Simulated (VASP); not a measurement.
Wanted: the native input for a VASP 6.6.1 run.

```yaml
Task: single point
Functional: BLYP
Potentials_or_basis: VASP PAW PBE potentials, release 64 (Al, N)
Cutoff: 520 eV
k_mesh: 10 × 10 × 6
Occupations: fermi-dirac, width 0.05 eV
Spin: no spin polarisation
Dipole_correction: no
Further_INCAR_settings: ALGO = Normal; EDIFF = 1e-07; NBANDS = 16
```

The structure of AlN lies in POSCAR:

```
AlN
1.0
    3.0709272750      0.0000000000      0.0000000000
   -1.5354636375      2.6595010333      0.0000000000
    0.0000000000      0.0000000000      4.9136809369
Al N
2 2
Direct
    0.6666666667      0.3333333333      0.5000000000
    0.3333333333      0.6666666667      0.0000000000
    0.6666666667      0.3333333333      0.8800000000
    0.3333333333      0.6666666667      0.3800000000
```

These files were run (other wordings do the same):

INCAR

```
AGGAC = 1.0
AGGAX = 1.0
ALDAC = 0.0
ALDAX = 1.0
ALGO = Normal
EDIFF = 1E-7
ENCUT = 520
GGA = B5
ISIF = 2
ISMEAR = -1
LASPH = T
LCHARG = F
LREAL = F
LWAVE = F
NBANDS = 16
NELM = 60
PREC = Accurate
SIGMA = 0.05
```

KPOINTS

```
k-points
0
Gamma
  10 10 6
```

Potentials or basis: VASP PAW PBE potentials, release 64 (Al, N).

Command:

```bash
$ cat potpaw_PBE.64/Al/POTCAR potpaw_PBE.64/N/POTCAR > POTCAR
$ mpirun -np 1 vasp_std > vasp.out
```

Results of the run:

- Pressure: 16.5 GPa
- Largest force: 0.148 eV/Å
- Band gap on the k mesh: 4.88 eV, direct

Caveat: the PAW data sets were made with another functional, which shifts forces and pressure a little.

It took 30 s on 1 thread of Intel(R) Xeon(R) 6975P-C (Granite Rapids), with other jobs on the host, peak memory 0.16 GiB.
